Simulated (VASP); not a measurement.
A run of VASP 6.6.1 is set up as follows.

File INCAR:

```
  PREC = Accurate
  ENCUT = 520
  EDIFF = 1E-6
  ISMEAR = 0
  SIGMA = 0.1
  LREAL = F
  LASPH = T
  NELM = 60
  ALGO = Normal
  ISIF = 2
  LWAVE = F
  LCHARG = F
  GGA = PE
  NBANDS = 13
```

Contents of KPOINTS:

```
Automatic mesh
0
Gamma
  18 18 18
```

Contents of POSCAR:

```
Ru
1.0
    0.0000000000      1.9913510500      1.9913510500
    1.9913510500      0.0000000000      1.9913510500
    1.9913510500      1.9913510500      0.0000000000
Ru
1
Direct
    0.0000000000      0.0000000000      0.0000000000
```

Potentials or basis: VASP PAW PBE potentials, release 64 (Ru_pv).

Launch:

```console
$ cat potpaw_PBE.64/Ru_pv/POTCAR > POTCAR
$ mpirun -np 1 vasp_std > vasp.out
```

Estimate the pressure.

-29.4 GPa.

Estimate the band gap on the k mesh.

zero (bands 7 and 8 overlap by 2.68 eV).

Caveat: the cell differs from its parent crystal (strained); the cell stands under tension.
